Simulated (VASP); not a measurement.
# Cu in VASP: a series of runs, part 2 of 2

VASP 6.6.1.

### 3 Single point, PBEsol

Input file INCAR:

```
SYSTEM = Cu
  ALGO = Fast
  EDIFF = 1E-7
  ENCUT = 520
  GGA = PS
  ISIF = 2
  ISMEAR = -1
  LASPH = .TRUE.
  LCHARG = .FALSE.
  LREAL = .FALSE.
  LWAVE = .FALSE.
  NBANDS = 18
  NELM = 80
  PREC = Accurate
  SIGMA = 0.05
```

Input file KPOINTS:

```
k-points
0
G
  10 10 6
  0 0 0
```

Input file POSCAR:

```
Cu
1.0
    2.5340966698      0.0506819334      0.0000000000
   -1.2231564931      2.1692511250      0.0000000000
    0.0000000000      0.0000000000      4.1125710000
Cu
2
Direct
    0.6666666667      0.3333333333      0.7500000000
    0.3333333333      0.6666666667      0.2500000000
```

Potentials or basis: VASP PAW PBE potentials, release 64 (Cu).

Launch:

```console
cat potpaw_PBE.64/Cu/POTCAR > POTCAR
mpirun -np 1 vasp_std > vasp.out
```

Run time: 37 s. Hardware: 1 thread of Intel Xeon 6975P-C (Granite Rapids), shared host; peak memory 0.19 GiB.

Results (log left out):

- Free energy: -8.5796 eV
- Pressure: -0.4 GPa
- Largest force: 0.064 eV/Å
- Band gap on the k mesh: zero (band 11 reaches 11.07 eV, above the bottom of band 12 at 5.85 eV)

Forces on the atoms (eV/Å):
```
Cu   0.064  0.001  0.000
Cu  -0.064 -0.001  0.000
```

Stress tensor (GPa, compression positive):
```
-0.68 -1.67  0.00
-1.67 -0.09  0.00
 0.00  0.00 -0.42
```

Levels at points of the mesh, in eV from the Fermi level:
| k point | band 9 | band 10 | band 11 | band 12 | band 13 | band 14 |
| --- | --- | --- | --- | --- | --- | --- |
| (0.00, 0.00, 0.00) | -2.47 | -1.70 | -1.67 | -1.01 | 4.06 | 20.90 |
| (0.50, 0.00, 0.00) | -1.52 | -1.51 | -0.08 | 1.44 | 7.68 | 8.14 |
| (0.00, 0.50, 0.00) | -1.53 | -1.50 | 0.06 | 1.67 | 7.98 | 8.41 |
| (0.50, 0.50, 0.00) | -1.55 | -1.46 | 0.19 | 1.90 | 8.27 | 8.68 |
| (0.00, 0.00, 0.50) | -1.95 | -1.95 | -1.89 | -1.89 | 12.92 | 12.92 |
| (0.50, 0.00, 0.50) | -1.55 | -1.55 | 0.29 | 0.29 | 4.74 | 4.74 |
| (0.00, 0.50, 0.50) | -1.53 | -1.53 | 0.50 | 0.50 | 5.06 | 5.06 |
| (0.50, 0.50, 0.50) | -1.50 | -1.50 | 0.71 | 0.71 | 5.38 | 5.38 |

Caveat: the PAW data sets were made with another functional, which shifts forces and pressure a little.

### 4 Single point, PBEsol

Input file INCAR:

```
SYSTEM = Cu
PREC = Accurate ; ENCUT = 520
EDIFF = 1E-7 ; ISMEAR = -1
SIGMA = 0.05 ; LREAL = .FALSE.
LASPH = .TRUE. ; NELM = 100
ALGO = Normal ; ISIF = 2
LWAVE = .FALSE. ; LCHARG = .FALSE.
GGA = PS ; NBANDS = 18
```

Input file KPOINTS:

```
Automatic mesh
0
G
  10 10 6
  0 0 0
```

Input file POSCAR:

```
Cu
1.0
    2.5340966698     -0.0126704833      0.0000000000
   -1.2780212954      2.2009273334      0.0000000000
    0.0000000000      0.0000000000      4.1125710000
Cu
2
Direct
    0.6666666667      0.3333333333      0.7500000000
    0.3333333333      0.6666666667      0.2500000000
```

Launch:

```console
cat potpaw_PBE.64/Cu/POTCAR > POTCAR
mpirun -np 1 vasp_std > vasp.out
```

It took 28 s on 1 thread of Intel Xeon 6975P-C (Granite Rapids), shared host; peak memory 0.18 GiB.

The run converged. Its results:

- Free energy: -8.5841 eV
- Pressure: -0.6 GPa
- Largest force: 0.016 eV/Å
- Band gap on the k mesh: zero (band 11 reaches 10.94 eV, above the bottom of band 12 at 5.82 eV)

Forces on the atoms (eV/Å):
```
Cu  -0.016  0.000  0.000
Cu   0.016  0.000  0.000
```

Stress tensor (GPa, compression positive):
```
-0.62  0.43  0.00
 0.43 -0.58  0.00
 0.00  0.00 -0.74
```

Levels at points of the mesh, in eV from the Fermi level:
```csv
k point,band 9,band 10,band 11,band 12,band 13,band 14
"(0.00, 0.00, 0.00)",-2.46,-1.67,-1.66,-0.98,4.08,21.54
"(0.50, 0.00, 0.00)",-1.52,-1.46,0.10,1.73,8.07,8.49
"(0.00, 0.50, 0.00)",-1.51,-1.47,0.07,1.68,7.99,8.42
"(0.50, 0.50, 0.00)",-1.51,-1.48,0.03,1.62,7.92,8.35
"(0.00, 0.00, 0.50)",-1.91,-1.91,-1.89,-1.89,12.95,12.95
"(0.50, 0.00, 0.50)",-1.50,-1.50,0.57,0.57,5.15,5.15
"(0.00, 0.50, 0.50)",-1.51,-1.51,0.51,0.51,5.07,5.07
"(0.50, 0.50, 0.50)",-1.52,-1.52,0.46,0.46,4.99,4.99
```

Caveat: the PAW data sets were made with another functional, which shifts forces and pressure a little.

### 5 Single point, PBEsol

Input file INCAR:

```
SYSTEM = Cu
PREC     = Accurate       ! precision mode
ENCUT    = 520            ! plane-wave cutoff, eV
EDIFF    = 1E-7           ! SCF threshold, eV
ISMEAR   = -1             ! smearing method
SIGMA    = 0.05           ! smearing width, eV
LREAL    = .False.        ! projectors in reciprocal space
LASPH    = .True.         ! aspherical terms in the spheres
NELM     = 100            ! most SCF steps
ALGO     = Normal         ! electronic algorithm
ISIF     = 2              ! what is computed and relaxed
LWAVE    = .False.        ! write WAVECAR
LCHARG   = .False.        ! write CHGCAR
GGA      = PS             ! functional
NBANDS   = 18             ! bands
```

Input file KPOINTS:

```
regular mesh
0
Gamma
  10 10 6
  0 0 0
```

Input file POSCAR:

```
Cu
1.0
    2.5340966698      0.0126704833      0.0000000000
   -1.2560753744      2.1882568500      0.0000000000
    0.0000000000      0.0000000000      4.1125710000
Cu
2
Direct
    0.6666666667      0.3333333333      0.7500000000
    0.3333333333      0.6666666667      0.2500000000
```

Launch:

```console
cat potpaw_PBE.64/Cu/POTCAR > POTCAR
mpirun -np 1 vasp_std > vasp.out
```

It took 27 s on 1 thread of Intel Xeon 6975P-C (Granite Rapids), shared host; peak memory 0.18 GiB.

Results (log left out):

```yaml
Free_energy: -8.5841 eV
Pressure: -0.6 GPa
Largest_force: 0.016 eV/Å
Band_gap_on_the_k_mesh: zero (band 11 reaches 10.94 eV, above the bottom of band 12 at 5.82 eV)
```

Forces on the atoms (eV/Å):
```
Cu   0.016  0.000  0.000
Cu  -0.016  0.000  0.000
```

Stress tensor (GPa, compression positive):
```
-0.62 -0.43  0.00
-0.43 -0.58  0.00
 0.00  0.00 -0.74
```

Levels at points of the mesh, in eV from the Fermi level:
| k point | band 7 | band 8 | band 9 | band 10 | band 11 | band 12 | band 13 | band 14 | band 15 | band 16 |
| --- | --- | --- | --- | --- | --- | --- | --- | --- | --- | --- |
| (0.00, 0.00, 0.00) | -2.71 | -2.48 | -2.46 | -1.67 | -1.66 | -0.98 | 4.08 | 21.54 | 22.03 | 22.32 |
| (0.50, 0.00, 0.00) | -2.73 | -1.58 | -1.51 | -1.48 | 0.03 | 1.62 | 7.92 | 8.35 | 10.92 | 11.33 |
| (0.00, 0.50, 0.00) | -2.71 | -1.58 | -1.51 | -1.47 | 0.07 | 1.68 | 7.99 | 8.42 | 10.98 | 11.41 |
| (0.50, 0.50, 0.00) | -2.68 | -1.57 | -1.52 | -1.46 | 0.10 | 1.73 | 8.07 | 8.49 | 11.04 | 11.49 |
| (0.00, 0.00, 0.50) | -2.98 | -2.98 | -1.91 | -1.91 | -1.89 | -1.89 | 12.95 | 12.95 | 22.29 | 22.29 |
| (0.50, 0.00, 0.50) | -1.86 | -1.86 | -1.52 | -1.52 | 0.46 | 0.46 | 4.99 | 4.99 | 16.62 | 16.62 |
| (0.00, 0.50, 0.50) | -1.86 | -1.86 | -1.51 | -1.51 | 0.51 | 0.51 | 5.07 | 5.07 | 16.41 | 16.41 |
| (0.50, 0.50, 0.50) | -1.85 | -1.85 | -1.50 | -1.50 | 0.57 | 0.57 | 5.15 | 5.15 | 16.21 | 16.21 |

Caveat: the PAW data sets were made with another functional, which shifts forces and pressure a little.

### 6 Single point, LDA

Input file INCAR:

```
SYSTEM = Cu
PREC = Accurate
ENCUT = 520
EDIFF = 1E-6
ISMEAR = -1
SIGMA = 0.05
LREAL = .FALSE.
LASPH = .TRUE.
NELM = 60
ALGO = Normal
ISIF = 2
LWAVE = .FALSE.
LCHARG = .FALSE.
GGA = CA
NBANDS = 18
```

Input file KPOINTS:

```
Automatic mesh
0
G
  7 7 4
  0 0 0
```

Input file POSCAR:

```
Cu
1.0
    2.5340966698      0.0000000000      0.0000000000
   -1.2670483349      2.1945920917      0.0000000000
    0.0000000000      0.0000000000      4.1125710000
Cu
2
Direct
    0.6666666667      0.3333333333      0.7500000000
    0.3333333333      0.6666666667      0.2500000000
```

Potentials or basis: VASP PAW LDA potentials, release 64 (Cu).

Launch:

```console
cat potpaw_LDA.64/Cu/POTCAR > POTCAR
mpirun -np 1 vasp_std > vasp.out
```

It took 6.2 s on 1 thread of Intel Xeon Platinum 8488C (Sapphire Rapids), shared host; peak memory 0.12 GiB.

The run converged. Its results:

```
Free energy            : -9.4143 eV
Pressure               : -7.6 GPa
Band gap on the k mesh : zero (band 11 reaches 10.21 eV, above the bottom of band 12 at 5.70 eV)
```

Stress tensor (GPa, compression positive):
```
-7.94  0.00  0.00
 0.00 -7.94  0.00
 0.00  0.00 -6.85
```

Levels at points of the mesh, in eV from the Fermi level:
```
           k point  band 7  band 8  band 9  band 10  band 11  band 12  band 13  band 14  band 15  band 16
(0.00, 0.00, 0.00)   -2.77   -2.50   -2.50    -1.69    -1.69    -0.90     4.09    21.76    22.08    22.08
(0.00, 0.00, 0.50)   -3.04   -3.04   -1.93    -1.93    -1.93    -1.93    12.98    12.98    22.45    22.45
```

Caveat: the k points lie up to 0.41 Å⁻¹ apart.

### 7 Summary

```csv
level,potentials or basis,cell,k mesh,gap on the mesh (eV),pressure (GPa),largest force (eV/Å)
PBEsol,"VASP PAW PBE potentials, release 64 (Cu)","a = 2.534, b = 2.512, c = 4.113 Å, angles 90.0, 90.0, 119.1°, 2 atoms",10 × 10 × 6,none,-0.6,0.03
PBEsol,"VASP PAW PBE potentials, release 64 (Cu)","a = 2.535, b = 2.490, c = 4.113 Å, angles 90.0, 90.0, 118.3°, 2 atoms",10 × 10 × 6,none,-0.4,0.06
PBEsol,"VASP PAW PBE potentials, release 64 (Cu)","a = 2.534, b = 2.545, c = 4.113 Å, angles 90.0, 90.0, 120.4°, 2 atoms",10 × 10 × 6,none,-0.6,0.02
PBEsol,"VASP PAW PBE potentials, release 64 (Cu)","a = 2.534, b = 2.523, c = 4.113 Å, angles 90.0, 90.0, 119.6°, 2 atoms",10 × 10 × 6,none,-0.6,0.02
LDA,"VASP PAW LDA potentials, release 64 (Cu)","a = 2.534, b = 2.534, c = 4.113 Å, angles 90.0, 90.0, 120.0°, 2 atoms",7 × 7 × 4,none,-7.6,-
```

Alike in all rows: task single point; no spin polarisation; cutoff (eV) 520; smearing fermi-dirac 0.05 eV.

Caveats: some runs use coarse meshes; the PAW data sets were made with another functional, which shifts forces and pressure a little (some runs).

Absolute energies hang on the potentials; compare differences alone.
